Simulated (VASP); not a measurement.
Write the native input for VASP 6.6.1 that does the following.

| Quantity | Value |
| --- | --- |
| Task | relaxation of cell and atoms |
| Functional | PBE |
| Potentials or basis | VASP PAW PBE potentials, release 64 (Ti_sv, Co) |
| Cutoff | 600 eV |
| k mesh | 14 × 14 × 14 |
| Occupations | gaussian, width 0.1 eV |
| Spin | collinear spin, ferromagnetic start |
| Starting moments | [0.0, 0.62] μB |
| Dipole correction | no |
| Further INCAR settings | ALGO = Normal; EDIFF = 1e-06; IBRION = 2; EDIFFG = -0.01; NSW = 80; ISIF = 3 |

The structure of TiCo lies in POSCAR:

```
TiCo
1.0
    2.9960516510      0.0000000000      0.0000000000
    0.0000000000      2.9960516510      0.0000000000
    0.0000000000      0.0000000000      2.9960516510
Ti Co
1 1
Direct
    0.5000000000      0.5000000000      0.5000000000
    0.0000000000      0.0000000000      0.0000000000
```

One way to write it, as run:

INCAR

```
PREC = Accurate
ENCUT = 600
EDIFF = 1E-6
ISMEAR = 0
SIGMA = 0.1
LREAL = False
LASPH = True
NELM = 150
ALGO = Normal
ISIF = 3
LWAVE = False
LCHARG = False
ISPIN = 2
MAGMOM = 0 0.62
LORBIT = 11
LMAXMIX = 4
GGA = PE
IBRION = 2
NSW = 80
EDIFFG = -0.01
```

KPOINTS

```
regular mesh
0
Gamma
  14 14 14
```

Potentials or basis: VASP PAW PBE potentials, release 64 (Ti_sv, Co).

Command:

```sh
$ cat potpaw_PBE.64/Ti_sv/POTCAR potpaw_PBE.64/Co/POTCAR > POTCAR
$ mpirun -np 1 vasp_std > vasp.out
```

Results of the run:

| Item | Value |
| --- | --- |
| Relaxed volume | 13.26 Å³/atom |
| Relaxed cell | a = 2.982 Å, b = 2.982 Å, c = 2.982 Å, α = 90.00°, β = 90.00°, γ = 90.00° |
| Space group after relaxing (to 0.05 Å) | Pm-3m (No. 221) |
| Energy gained by relaxing | 1.3 meV/atom |
| Ionic steps | 3 |
| Pressure after relaxing | 0.1 GPa |
| Net moment | 0.87 μB per cell |
| Site moments | Ti -0.03; Co +0.95 μB |
| Valence electrons inside the program's atomic spheres | Ti 10.29; Co 8.29 |

Wall time 2.5 min on 1 thread of Intel(R) Xeon(R) Platinum 8259CL CPU @ 2.50GHz (Skylake/Cascade Lake) (shared host), peak memory 0.23 GiB.
